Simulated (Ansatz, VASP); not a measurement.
CdSe: VASP beside Ansatz

The input INCAR:

```
SYSTEM = CdSe
PREC     = Accurate       ! precision mode
ENCUT    = 520            ! plane-wave cutoff, eV
EDIFF    = 1E-6           ! SCF threshold, eV
ISMEAR   = 0              ! smearing method
SIGMA    = 0.01           ! smearing width, eV
LREAL    = .FALSE.        ! projectors in reciprocal space
LASPH    = .TRUE.         ! aspherical terms in the spheres
NELM     = 100            ! most SCF steps
ALGO     = Normal         ! electronic algorithm
ISIF     = 2              ! what is computed and relaxed
LWAVE    = .FALSE.        ! write WAVECAR
LCHARG   = .FALSE.        ! write CHGCAR
GGA      = PS             ! functional
NBANDS   = 26             ! bands
```

KPOINTS

```
Automatic mesh
0
G
  15 15 8
  0 0 0
```

The input POSCAR:

```
CdSe
1.0
    4.3020798272      0.0000000000      0.0000000000
   -2.1510399136      3.7257104194      0.0000000000
    0.0000000000      0.0000000000      7.0217824360
Cd Se
2 2
Direct
    0.3333333333      0.6666666667     -0.0185008894
    0.6666666667      0.3333333333      0.4814991106
    0.3333333333      0.6666666667      0.3945008894
    0.6666666667      0.3333333333      0.8945008894
```

Input for Ansatz:

```yaml
crystal:
  lattice:
    - [4.3020798272, 0.0, 0.0]
    - [-2.1510399136, 3.7257104194, 0.0]
    - [0.0, 0.0, 7.021782436]
  atoms:
    - { symbol: Cd, position: [0.3333333333, 0.6666666667, -0.0185008894] }
    - { symbol: Cd, position: [0.6666666667, 0.3333333333, 0.4814991106] }
    - { symbol: Se, position: [0.3333333333, 0.6666666667, 0.3945008894] }
    - { symbol: Se, position: [0.6666666667, 0.3333333333, 0.8945008894] }
basis:
  ecutwfc: 420
  xc_grid: 2
kpoints:
  mp_grid: { grid: [15, 15, 8] }
hamiltonian:
  xc: pbesol
  pseudopotentials: { kind: paw, azcp: { folder: soft_1 } }
scf:
  occupations: { method: fixed }
output:
  forces: true
  stress: true
  eigenvalues: true
  polarization: {}
```

Change from the starting cell: polar distortion scaled by 0.70.

Alike in both runs: task single point; functional PBEsol; k mesh 15 × 15 × 8; no spin polarisation.

```csv
,VASP,Ansatz
version,VASP 6.6.1,Ansatz 0.2.0
potentials or method,"VASP PAW PBE potentials, release 64 (Cd, Se), cutoff 520 eV","scalar-relativistic, plane waves, PAW"
occupations,"gaussian, width 0.01 eV",fixed
valence electrons in the cell,36,72
```

```tsv
	VASP	Ansatz	Ansatz less VASP
gap on the k mesh at the Fermi level (eV)	0.69	0.69	+0.001
least direct gap on the mesh (eV)	0.69	0.70	+0.001
pressure (GPa)	1.4	1.0	-0.36
traceless stress, the component that is largest in VASP (GPa)	-3.78	-3.60	+0.179
rms of the force components (eV/Å)	0.404	0.391	-0.0127
```

VASP's potentials were made for PBE, not for PBEsol, and Ansatz warns of the same on its side. Atom by atom the forces differ by 0.013 eV/Å (rms over components). VASP's potentials hold 36 valence electrons a cell and Ansatz's 72, so a difference there can come from the potentials and not from the codes.
